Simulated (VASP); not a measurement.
# Sb (R-3m) in VASP: notebook, part 2 of 2

VASP 6.6.1.

**4. Single point, PBEsol**

Contents of INCAR:

```
SYSTEM = Sb
ALGO = Normal ; EDIFF = 1E-6
ENCUT = 500 ; GGA = PS
GGA_COMPAT = .FALSE. ; ISIF = 2
ISMEAR = 0 ; LASPH = .TRUE.
LCHARG = .FALSE. ; LREAL = .FALSE.
LWAVE = .FALSE. ; NBANDS = 22
NELM = 120 ; PREC = Accurate
SIGMA = 0.1
```

Contents of KPOINTS:

```
k-points
0
G
  6 6 6
  0 0 0
```

Contents of POSCAR:

```
Sb
1.0
    2.0944069645      1.2092064248      3.5535001936
   -2.0944069645      1.2092064248      3.5535001936
    0.0000000000     -2.4184128495      3.5535001936
Sb
2
Direct
    0.2386342958      0.2386342958      0.2386342958
    0.7613657042      0.7613657042      0.7613657042
```

Potentials or basis: VASP PAW PBE potentials, release 64 (Sb_d_GW).

Launch:

```sh
cat potpaw_PBE.64/Sb_d_GW/POTCAR > POTCAR
mpirun -np 1 vasp_std > vasp.out
```

OUTCAR:

```text
SYSTEM = Sb
   EDIFF = 1E-6
   ENCUT = 500
   GGA = PS
   ISIF = 2
   ISMEAR = 0
   LASPH = .TRUE.
   LREAL = .FALSE.
   NELM = 120
   PREC = Accurate

 ion  position               nearest neighbor table
   1  0.239  0.239  0.239-   2 2.86   2 2.86   2 2.86   2 3.15   2 3.15   2 3.15
   2  0.761  0.761  0.761-   1 2.86   1 2.86   1 2.86   1 3.15   1 3.15   1 3.15

  LATTYP: Found a trigonal (rhomboedric) cell.
 ALAT       =     4.2983815950
 COS(alpha) =     0.5251655650

  Lattice vectors:

 A1 = (   2.0944069645,   1.2092064248,   3.5535001936)
 A2 = (  -2.0944069645,   1.2092064248,   3.5535001936)
 A3 = (   0.0000000000,  -2.4184128495,   3.5535001936)

Analysis of symmetry for initial positions (statically):
=====================================================================
 Subroutine PRICEL returns:
 Original cell was already a primitive cell.

 Routine SETGRP: Setting up the symmetry group for a
 trigonal (rhombohedral) supercell.

 Subroutine GETGRP returns: Found 12 space group operations
 (whereof 12 operations were pure point group operations)
 out of a pool of 12 trial point group operations.

The static configuration has the point symmetry D_3d.

Analysis of symmetry for dynamics (positions and initial velocities):
=====================================================================
 Subroutine PRICEL returns:
 Original cell was already a primitive cell.

 Routine SETGRP: Setting up the symmetry group for a
 trigonal (rhombohedral) supercell.

 Subroutine GETGRP returns: Found 12 space group operations
 (whereof 12 operations were pure point group operations)
 out of a pool of 12 trial point group operations.

The dynamic configuration has the point symmetry D_3d.

 Subroutine INISYM returns: Found 12 space group operations
 (whereof 12 operations are pure point group operations),
 and found     1 'primitive' translations

----------------------------------------------------------------------------------------

                                     Primitive cell

  volume of cell :      53.9969

  direct lattice vectors                    reciprocal lattice vectors
     2.094406965  1.209206425  3.553500194     0.238731063  0.137831443  0.093804225
    -2.094406965  1.209206425  3.553500194    -0.238731063  0.137831443  0.093804225
     0.000000000 -2.418412850  3.553500194     0.000000000 -0.275662886  0.093804225

  length of vectors
     4.298381595  4.298381595  4.298381595     0.291185954  0.291185954  0.291185954

  position of ions in fractional coordinates (direct lattice)
     0.238634296  0.238634296  0.238634296
     0.761365704  0.761365704  0.761365704

  ion indices of the primitive-cell ions
   primitive index   ion index
                 1           1
                 2           2

----------------------------------------------------------------------------------------

 KPOINTS: k-points

Automatic generation of k-mesh.
 Grid dimensions read from file:
 generate k-points for:    6    6    6

 Generating k-lattice:

  Cartesian coordinates                     Fractional coordinates (reciprocal lattice)
     0.039788510  0.022971907  0.015634038     0.166666667 -0.000000000 -0.000000000
    -0.039788510  0.022971907  0.015634038    -0.000000000  0.166666667 -0.000000000
     0.000000000 -0.045943814  0.015634038     0.000000000  0.000000000  0.166666667

  Length of vectors
     0.048530992  0.048530992  0.048530992

  Shift w.r.t. Gamma in fractional coordinates (k-lattice)
     0.000000000  0.000000000  0.000000000

 Subroutine IBZKPT returns following result:
 ===========================================

 Found     32 irreducible k-points:

 Following reciprocal coordinates:
            Coordinates               Weight
  0.000000  0.000000  0.000000      1.000000
  0.166667 -0.000000  0.000000      6.000000
  0.333333 -0.000000 -0.000000      6.000000
  0.500000 -0.000000 -0.000000      3.000000
  0.166667  0.166667 -0.000000      6.000000
  0.333333  0.166667 -0.000000     12.000000
[... 16 lines left out ...]
  0.500000  0.500000  0.166667      6.000000
 -0.333333  0.500000  0.166667     12.000000
 [... further k-points ...]
   k-points           NKPTS =     32   k-points in BZ     NKDIM =     32   number of bands    NBANDS=     22
   number of dos      NEDOS =    301   number of ions     NIONS =      2
   total plane-waves  NPLWV =  32768
   dimension x,y,z NGX =    32 NGY =   32 NGZ =   32
   dimension x,y,z NGXF=    64 NGYF=   64 NGZF=   64
   ions per type =               2
   NGX,Y,Z   is equivalent  to a cutoff of  12.38, 12.38, 12.38 a.u.
   NGXF,Y,Z  is equivalent  to a cutoff of  24.75, 24.75, 24.75 a.u.
 SYSTEM =  Sb
   PREC   = accura    normal or accurate (medium, high low for compatibility)
   ISTART =      0    job   : 0-new  1-cont  2-samecut
   ICHARG =      2    charge: 1-file 2-atom 10-const
   ISPIN  =      1    spin polarized calculation?
   LNONCOLLINEAR =      F non collinear calculations
   LSORBIT =      F    spin-orbit coupling
   LASPH  =      T    aspherical Exc in radial PAW
   ENCUT  =  500.0 eV  36.75 Ry    6.06 a.u.   7.84  7.84  7.84*2*pi/ulx,y,z
   NELM   =    120;   NELMIN=  2; NELMDL= -5     # of ELM steps
   EDIFF  = 0.1E-05   stopping-criterion for ELM
   LREAL  =      F    real-space projection
   EDIFFG = 0.1E-04   stopping-criterion for IOM
   NSW    =      0    number of steps for IOM
   IBRION =     -1    ionic relax: 0-MD 1-quasi-New 2-CG
   NFREE  =      0    steps in history (QN), initial steepest desc. (CG)
   ISIF   =      2    stress and relaxation
   ISYM   =      2    0-nonsym 1-usesym 2-fastsym
   POTIM  = 0.5000    time-step for ionic-motion
   TEBEG  =    0.0;   TEEND  =   0.0 temperature during run
   PSTRESS=    0.0 pullay stress
   NELECT =      30.0000    total number of electrons
   NUPDOWN=      -1.0000    fix difference up-down
   EMIN   =  10.00;   EMAX   =-10.00  energy-range for DOS
   EFERMI =   0.00;   METHOD = LEGACY
   ISMEAR =     0;   SIGMA  =   0.10  broadening in eV -4-tet -1-fermi 0-gaus
   EFERMI_NEDOS =   21; number of points for ismear=-14 and -15
   IALGO  =     38    algorithm
   IMIX   =      4    mixing-type and parameters
     AMIX     =   0.40;   BMIX     =  1.00
     AMIX_MAG =   1.60;   BMIX_MAG =  1.00
  volume/ion in A,a.u.               =      27.00       182.19
  Fermi-wavevector in a.u.,A,eV,Ry     =   1.345836  2.543262 24.643894  1.811275
  Thomas-Fermi vector in A             =   2.473717
   LORBIT       =      0    0 simple, 1 ext, 2 COOP (PROOUT), +10 PAW based schemes
   GGA     = PS    functional components
   LHFCALC =     F    Hartree Fock is set to
   AEXX    =    0.0000 exact exchange contribution
   IVDW    =     0    specifies the selected vdW correction
   LEPSILON=     F    determine dielectric tensor
   LRPA    =     F    only Hartree local field effects (RPA)
 non-spin polarized calculation
 Gauss-broadening in eV      SIGMA  =   0.10
  energy-cutoff  :      500.00
  volume of cell :       54.00
 maximum number of plane-waves:      1410
   NGX = 15   NGY = 15   NGZ = 15

 number of electron      29.9999997 magnetization

 Free energy of the ion-electron system (eV)
  ---------------------------------------------------
  ext. energy  EPLUGINS =         0.00000000
  ---------------------------------------------------
  free energy    TOTEN  =        -9.06845676 eV

  energy without entropy =       -9.06704093  energy(sigma->0) =       -9.06774885

 E-fermi :   6.3784     XC(G=0): -10.6078

 val. band max:        6.3633201691   @ k =   0.5000  -0.0000  -0.0000
 cond. band min:       6.5953135418   @ k =   0.5000  -0.0000  -0.0000
 fundamental gap:      0.2319933727
 Fermi energy:         6.3784474913

 k-point     1 :       0.0000    0.0000    0.0000
  band No.  band energies     occupation
      1     -23.1159      2.00000
      2     -23.1159      2.00000
      3     -22.9943      2.00000
      4     -22.9943      2.00000
      5     -22.9799      2.00000
      6     -22.8449      2.00000
[... 14 lines left out ...]
     21      11.2889      0.00000
     22      12.6768      0.00000
[... 552 lines left out ...]
  band No.  band energies     occupation
      1     -23.0759      2.00000
      2     -23.0059      2.00000
      3     -22.9800      2.00000
      4     -22.9399      2.00000
      5     -22.9115      2.00000
      6     -22.9064      2.00000
[... 14 lines left out ...]
     21      17.3227      0.00000
     22      17.6017      0.00000

 [... further k-points ...]

------------------------ aborting loop because EDIFF is reached ----------------------------------------

  FORCE on cell =-STRESS in cart. coord.  units (eV):
  Direction    XX          YY          ZZ          XY          YZ          ZX
  --------------------------------------------------------------------------------------
  -------------------------------------------------------------------------------------
  Total        2.1926416      2.1926416      2.0508941     -0.0000000      0.0000000      0.0000000
  in kB       65.0592585     65.0592585     60.8533796     -0.0000000      0.0000000      0.0000000
  external PRESSURE =      63.6572988 kB  Pullay stress =       0.0000000 kB

 VOLUME and BASIS-vectors are now :
 -----------------------------------------------------------------------------
  energy-cutoff  :      500.00
  volume of cell :       54.00
      direct lattice vectors                 reciprocal lattice vectors
     2.094406965  1.209206425  3.553500194     0.238731063  0.137831443  0.093804225
    -2.094406965  1.209206425  3.553500194    -0.238731063  0.137831443  0.093804225
     0.000000000 -2.418412850  3.553500194     0.000000000 -0.275662886  0.093804225

 POSITION                                       TOTAL-FORCE (eV/Angst)
 -----------------------------------------------------------------------------------
      0.00000      0.00000      2.54396         0.000000      0.000000      0.044976
      0.00000      0.00000      8.11654         0.000000     -0.000000     -0.044976
 -----------------------------------------------------------------------------------
    total drift:                                0.000000     -0.000000      0.000000

  FREE ENERGIE OF THE ION-ELECTRON SYSTEM (eV)
  ---------------------------------------------------
  free  energy   TOTEN  =        -9.0684567648 eV

  energy  without entropy=       -9.0670409301  energy(sigma->0) =       -9.06774885
```

OSZICAR:

```text
N       E                     dE             d eps       ncg     rms          rms(c)
DAV:   1     0.227522532780E+03    0.22752E+03   -0.91912E+03  1972   0.128E+04
DAV:   2     0.196321780758E+02   -0.20789E+03   -0.19978E+03  2776   0.143E+03
DAV:   3    -0.801002236826E+01   -0.27642E+02   -0.27490E+02  2762   0.229E+02
DAV:   4    -0.904599352042E+01   -0.10360E+01   -0.10353E+01  2270   0.325E+01
DAV:   5    -0.908950016084E+01   -0.43507E-01   -0.43502E-01  2364   0.878E+00    0.503E+00
DAV:   6    -0.907596054971E+01    0.13540E-01   -0.40291E-02  2638   0.951E+00    0.305E+00
DAV:   7    -0.906854304979E+01    0.74175E-02   -0.12105E-02  2186   0.785E+00    0.786E-02
DAV:   8    -0.906843165232E+01    0.11140E-03   -0.20564E-03  2408   0.268E+00    0.736E-02
DAV:   9    -0.906845512168E+01   -0.23469E-04   -0.56644E-05  2560   0.189E-01    0.173E-02
DAV:  10    -0.906845659445E+01   -0.14728E-05   -0.99651E-06  2244   0.160E-01    0.257E-03
DAV:  11    -0.906845676479E+01   -0.17034E-06   -0.11017E-07  1052   0.250E-02
   1 F= -.90684568E+01 E0= -.90677488E+01  d E =-.141583E-02
```

It took 30 s on 1 thread of AMD EPYC 7R13 (Zen 3), shared host; peak memory 0.16 GiB.

What came out:

```
Free energy            : -9.0685 eV
Pressure               : 6.4 GPa
Largest force          : 0.045 eV/Å
Band gap on the k mesh : zero (bands 15 and 16 overlap by 0.61 eV)
```

Forces in eV/Å, atoms in the order of the input:
```
Sb   0.000  0.000  0.045
Sb   0.000  0.000 -0.045
```

Stress tensor (GPa, compression positive):
```
6.51 0.00 0.00
0.00 6.51 0.00
0.00 0.00 6.09
```

Levels at points of the mesh, in eV from the Fermi level:
| k point | band 12 | band 13 | band 14 | band 15 | band 16 | band 17 | band 18 | band 19 |
| --- | --- | --- | --- | --- | --- | --- | --- | --- |
| (0.00, 0.00, 0.00) | -4.15 | -2.22 | -1.95 | -1.95 | 2.69 | 3.10 | 3.10 | 4.85 |
| (0.50, 0.00, 0.00) | -10.24 | -1.73 | -1.63 | -0.49 | -0.05 | -0.02 | 0.22 | 8.20 |
| (0.50, 0.50, 0.00) | -7.89 | -6.25 | -4.26 | -4.13 | 1.36 | 5.62 | 5.90 | 8.09 |
| (0.50, 0.50, 0.50) | -9.82 | -1.26 | -1.26 | -0.27 | -0.27 | -0.17 | 0.95 | 7.81 |

Caveat: the cell stands under pressure; the PAW data sets were made with another functional, which shifts forces and pressure a little; spin-orbit coupling is left out, which moves the levels of the heavy elements.

The gap in the log of VASP goes by the Fermi energy; the results here count the filled bands.